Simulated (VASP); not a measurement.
Set up this calculation in VASP 6.6.1, as the native input.

* Task: single point
* Functional: r2SCAN
* Potentials or basis: VASP PAW PBE potentials, release 64 (Ni, Si)
* Cutoff: 660 eV
* k mesh: 9 × 8 × 6
* Occupations: fermi-dirac, width 0.05 eV
* Spin: collinear spin, ferromagnetic start
* Starting moments: [1.0, 1.0, 0.0, 0.0] μB
* Hubbard terms: Ni d U = 6.0 eV
* Dipole correction: no
* Further INCAR settings: ALGO = Normal; EDIFF = 1e-06; NBANDS = 26

SiNi:

```
CELL_PARAMETERS angstrom
2.94277 0.00000 0.00000
0.00000 3.28033 0.00000
0.00000 0.00000 4.67745
ATOMIC_POSITIONS crystal
Ni 0.50000 0.50000 0.34250
Ni 0.00000 0.00000 0.65750
Si 0.50000 0.50000 0.84314
Si 0.00000 0.00000 0.15686
```

These files were run (other wordings do the same):

POSCAR

```
SiNi
1.0
    2.9427706600      0.0000000000      0.0000000000
    0.0000000000      3.2803255400      0.0000000000
    0.0000000000      0.0000000000      4.6774467600
Ni Si
2 2
Direct
    0.5000000000      0.5000000000      0.3424955900
    0.0000000000      0.0000000000      0.6575044100
    0.5000000000      0.5000000000      0.8431431600
    0.0000000000      0.0000000000      0.1568568400
```

INCAR.step1

```
PREC     = Accurate       # precision mode
ENCUT    = 660            # plane-wave cutoff, eV
ISMEAR   = -1             # smearing method
SIGMA    = 0.05           # smearing width, eV
LREAL    = F              # projectors in reciprocal space
LASPH    = T              # aspherical terms in the spheres
NELM     = 200            # most SCF steps
ISPIN    = 2              # spin polarisation
MAGMOM   = 1 1 0 0        # initial moments
LMAXMIX  = 4              # l up to which the mixer works
LDAU     = T              # DFT+U
LDAUTYPE = 2            
LDAUL    = 2 -1           # shell
LDAUU    = 6 0            # U, eV
LDAUJ    = 0 0          
NBANDS   = 26             # bands
GGA      = PE             # functional
ALGO     = Normal         # electronic algorithm
EDIFF    = 1E-5           # SCF threshold, eV
LWAVE    = T              # write WAVECAR
LCHARG   = F              # write CHGCAR
GGA_COMPAT= F
```

INCAR.step2

```
PREC     = Accurate       # precision mode
ENCUT    = 660            # plane-wave cutoff, eV
EDIFF    = 1E-6           # SCF threshold, eV
ISMEAR   = -1             # smearing method
SIGMA    = 0.05           # smearing width, eV
LREAL    = F              # projectors in reciprocal space
LASPH    = T              # aspherical terms in the spheres
NELM     = 200            # most SCF steps
ALGO     = Normal         # electronic algorithm
ISIF     = 2              # what is computed and relaxed
LWAVE    = F              # write WAVECAR
LCHARG   = T              # write CHGCAR
ISPIN    = 2              # spin polarisation
MAGMOM   = 1 1 0 0        # initial moments
LORBIT   = 11             # projections on sites
LMAXMIX  = 4              # l up to which the mixer works
LDAU     = T              # DFT+U
LDAUTYPE = 2            
LDAUL    = 2 -1           # shell
LDAUU    = 6 0            # U, eV
LDAUJ    = 0 0          
LDAUPRINT= 1            
METAGGA  = R2SCAN         # meta-GGA
LMIXTAU  = T            
LELF     = T              # ELF
LVHAR    = T            
NBANDS   = 26             # bands
ISTART   = 1            
GGA_COMPAT= F
```

KPOINTS

```
Automatic mesh
0
Gamma
  9 8 6
```

Potentials or basis: VASP PAW PBE potentials, release 64 (Ni, Si).

Command:

```sh
$ cat potpaw_PBE.64/Ni/POTCAR potpaw_PBE.64/Si/POTCAR > POTCAR
$ cp INCAR.step1 INCAR
$ mpirun -np 1 vasp_std > vasp.out
$ cp INCAR.step2 INCAR
$ mpirun -np 1 vasp_std > vasp.out
```

It gave:

```
Pressure                                              : -9.4 GPa
Largest force                                         : 0.360 eV/Å
Band gap on the k mesh                                : zero (filled and empty bands overlap)
Net moment                                            : 0.00 μB per cell
Valence electrons inside the program's atomic spheres : Ni 9.87; Si 1.60
```

Caveat: the cell stands under tension; the moments typed at the start vanished in this run; the PAW data sets were made with another functional, which shifts forces and pressure a little; the U is typed as a test and isn't derived for this compound.

It took 24 min on 1 thread of Oxide Virtual Turin-like Processor (shared host), peak memory 0.35 GiB.
